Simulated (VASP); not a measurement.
Input of a VASP 6.6.1 run:

The input POSCAR:

```
MgO2
1.0
    1.5646419906      0.9033464745      3.6686778186
   -1.5646419906      0.9033464745      3.6686778186
    0.0000000000     -1.8066929489      3.6686778186
Mg O
1 2
Direct
    0.0000000000      0.0000000000      0.0000000000
    0.4287860000      0.4287860000      0.4287860000
    0.5712140000      0.5712140000      0.5712140000
```

File INCAR.step1:

```
ALGO = Normal
EDIFF = 1E-4
ENCUT = 520
GGA = PE
ISMEAR = 0
LASPH = T
LCHARG = F
LREAL = F
LWAVE = T
NBANDS = 14
NELM = 60
PREC = Accurate
SIGMA = 0.05
```

File INCAR.step2:

```
ALGO = Normal
EDIFF = 1E-6
ENCUT = 520
ISIF = 2
ISMEAR = 0
ISTART = 1
LASPH = T
LCHARG = T
LELF = T
LMIXTAU = T
LREAL = F
LVHAR = T
LWAVE = F
METAGGA = R2SCAN
NBANDS = 14
NELM = 60
PREC = Accurate
SIGMA = 0.05
```

The input KPOINTS:

```
k-points
0
Gamma
  12 12 12
```

Potentials or basis: VASP PAW PBE potentials, release 64 (Mg, O).

The run is started by

```sh
$ cat potpaw_PBE.64/Mg/POTCAR potpaw_PBE.64/O/POTCAR > POTCAR
$ cp INCAR.step1 INCAR
$ mpirun -np 1 vasp_std > vasp.out
$ cp INCAR.step2 INCAR
$ mpirun -np 1 vasp_std > vasp.out
```

Q: What does it give for the band gap on the k mesh?

A: 1.84 eV.

Q: What does it give for the largest force?

A: 1.260 eV/Å.

Forces on the atoms (eV/Å):
```
Mg   0.000  0.000  0.000
O    0.000  0.000  1.260
O    0.000  0.000 -1.260
```

Caveat: the cell differs from its parent crystal (strain -0.025 along x and y, +0.050 along z); the cell stands under tension; the PAW data sets were made with another functional, which shifts forces and pressure a little. A k mesh can miss the band edges.
